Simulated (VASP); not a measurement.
SiC, 2 atoms in the cell. The structure is monoclinic, space group Cm (No. 8). The conventional cell has a = 5.325 Å, b = 3.075 Å, c = 3.075 Å, α = 90.00°, β = 125.26°, γ = 90.00°. Within 2.2 Å of Si (site symmetry m) lie 4 C at 1.64 to 2.15 Å. Within 2.2 Å of C (site symmetry m) lie 4 Si at 1.64 to 2.15 Å.  This cell differs from its parent crystal: all Si atoms moved +0.312 Å, as atom 1 towards its neighbour atom 1 (Si) at 3.075 Å.

* Program: VASP 6.6.1
* Task: single point
* Functional: PBE
* Potentials or basis: VASP PAW PBE potentials, release 64 (Si, C)
* Cutoff: 520 eV
* k mesh: 12 × 12 × 12
* Occupations: gaussian, width 0.05 eV
* Spin: no spin polarisation
* Dipole correction: no
* Further INCAR settings: ALGO = Normal; EDIFF = 1e-07; NBANDS = 11

Potentials or basis: VASP PAW PBE potentials, release 64 (Si, C).

Launch:

```sh
$ cat potpaw_PBE.64/Si/POTCAR potpaw_PBE.64/C/POTCAR > POTCAR
$ mpirun -np 1 vasp_std > vasp.out
```

Hardware: 1 thread of Intel(R) Xeon(R) Platinum 8488C (Sapphire Rapids) (shared host).

Question: Estimate the wall time of this run.

Answer: Run time: 37 s on 1 thread of Intel(R) Xeon(R) Platinum 8488C (Sapphire Rapids) (shared host), peak memory 0.21 GiB. Counts: scf iterations 14, k points 476.
